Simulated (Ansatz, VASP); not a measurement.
## Two plane-wave programs on Se

POSCAR

```
Se
1.0
    4.3662000000      0.0000000000      0.0000000000
   -2.1831000000      3.7812401180      0.0000000000
    0.0000000000      0.0000000000      4.9536000000
Se
3
Direct
    0.7746000000      0.7746000000      0.0000000000
    0.0000000000      0.2254000000      0.6666666667
    0.2254000000      0.0000000000      0.3333333333
```

Contents of INCAR.step1:

```
  PREC = Accurate
  ENCUT = 520
  EDIFF = 1E-5
  ISMEAR = -1
  SIGMA = 0.05
  LREAL = F
  LASPH = T
  NELM = 100
  ALGO = Normal
  ISIF = 2
  LWAVE = T
  LCHARG = F
  NBANDS = 16
  GGA = PE
```

File INCAR.step2:

```
  PREC = Accurate
  ENCUT = 520
  EDIFF = 1E-6
  ISMEAR = -1
  SIGMA = 0.05
  LREAL = F
  LASPH = T
  NELM = 100
  ALGO = Normal
  ISIF = 2
  LWAVE = F
  LCHARG = F
  GGA = PS
  LHFCALC = T
  AEXX = 0.25
  HFSCREEN = 0.207
  PRECFOCK = Normal
  NBANDS = 16
  ISTART = 1
```

The input KPOINTS:

```
Automatic mesh
0
Gamma
  4 4 3
```

Contents of input.yaml:

```yaml
crystal:
  lattice:
    - [4.3662, 0.0, 0.0]
    - [-2.1831, 3.781240118, 0.0]
    - [0.0, 0.0, 4.9536]
  atoms:
    - { symbol: Se, position: [0.7746, 0.7746, 0.0] }
    - { symbol: Se, position: [0.0, 0.2254, 0.6666666667] }
    - { symbol: Se, position: [0.2254, 0.0, 0.3333333333] }
hamiltonian:
  xc:
    exchange: hjs_pbesol
    correlation: pbesol
    exx: { coeff: 0.25, omega: 0.207 }
  pseudopotentials: { kind: paw }
kpoints:
  mp_grid: { grid: [4, 4, 3] }
  band_path:
    path:
      - [[0.0, 0.0, 0.0], [0.5, 0.0, 0.0], [0.3333333333, 0.3333333333, 0.0], [0.0, 0.0, 0.0], [0.0, 0.0, 0.5], [0.5, 0.0, 0.5], [0.3333333333, 0.3333333333, 0.5], [0.0, 0.0, 0.5]]
      - [[0.5, 0.0, 0.5], [0.5, 0.0, 0.0]]
      - [[0.3333333333, 0.3333333333, 0.0], [0.3333333333, 0.3333333333, 0.5]]
    npoints: 4
scf:
  occupations: { method: fermi_dirac, width: 0.05 }
  n_extra_bands: 7
output:
  forces: true
  stress: true
  eigenvalues: true
  fatbands: false
```

Alike in both runs: functional PBEsol-based screened hybrid; k mesh 4 × 4 × 3; occupations fermi-dirac, width 0.05 eV; no spin polarisation.

|  | VASP | Ansatz |
| --- | --- | --- |
| version | VASP 6.6.1 | Ansatz 0.2.0 |
| potentials or method | VASP PAW PBE potentials, release 64 (Se) | Ansatz PAW |
| plane-wave cutoff (eV) | 520 | 420 |
| valence electrons in the cell | 18 | 48 |
| task | single point | band structure |

|  | VASP | Ansatz | Ansatz less VASP |
| --- | --- | --- | --- |
| gap on the k mesh at the Fermi level (eV) | 2.34 | 2.33 | -0.006 |
| pressure (GPa) | -1.2 | -1.0 | +0.13 |
| traceless stress, the component that is largest in VASP (GPa) | -0.50 | -0.43 | +0.077 |
| rms of the force components (eV/Å) | 0.143 | 0.129 | -0.0137 |

VASP's potentials were made for PBE, not for PBEsol-based screened hybrid. Atom by atom the forces differ by 0.014 eV/Å (rms over components). VASP's potentials hold 18 valence electrons a cell and Ansatz's 48, so a difference there can come from the potentials and not from the codes.

The k mesh is coarse, so the values compare programs but aren't converged.
